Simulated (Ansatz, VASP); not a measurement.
Zr: VASP beside Ansatz

The input INCAR:

```
PREC = Accurate
ENCUT = 520
EDIFF = 1E-6
ISMEAR = -1
SIGMA = 0.05
LREAL = F
LASPH = T
NELM = 60
ALGO = Normal
ISIF = 2
LWAVE = F
LCHARG = F
GGA = PE
NBANDS = 12
```

File KPOINTS:

```
Automatic mesh
0
Gamma
  16 16 16
```

The input POSCAR:

```
Zr
1.0
   -1.7964411668      1.7964411668      1.7695620285
    1.7964411668     -1.7964411668      1.7695620285
    1.7964411668      1.7964411668     -1.7695620285
Zr
1
Direct
    0.0000000000      0.0000000000      0.0000000000
```

Input for Ansatz:

```yaml
crystal:
  lattice:
    - [-1.7964411668, 1.7964411668, 1.7695620285]
    - [1.7964411668, -1.7964411668, 1.7695620285]
    - [1.7964411668, 1.7964411668, -1.7695620285]
  atoms:
    - { symbol: Zr, position: [0.0, 0.0, 0.0] }
kpoints:
  mp_grid: { grid: [16, 16, 16] }
scf:
  occupations: { method: fermi_dirac, width: 0.05 }
hamiltonian:
  xc: pbe
  pseudopotentials: { kind: all_electron, lapw: { basis_error: 0.00025 } }
output:
  forces: true
  stress: true
  eigenvalues: true
```

Change from the starting cell: z stretched by -1 % at fixed volume.

Alike in both runs: task single point; functional PBE; k mesh 16 × 16 × 16; occupations fermi-dirac, width 0.05 eV; no spin polarisation.

|  | VASP | Ansatz |
| --- | --- | --- |
| version | VASP 6.6.1 | Ansatz 0.2.0 |
| potentials or method | VASP PAW PBE potentials, release 64 (Zr_sv), cutoff 520 eV | all-electron LAPW, scalar-relativistic |

```tsv
	VASP	Ansatz	Ansatz less VASP
pressure (GPa)	0.0	0.0	-0.01
traceless stress, the component that is largest in VASP (GPa)	-0.23	-0.23	+0.001
```

Ansatz ran all-electron here, and VASP with PAW potentials.
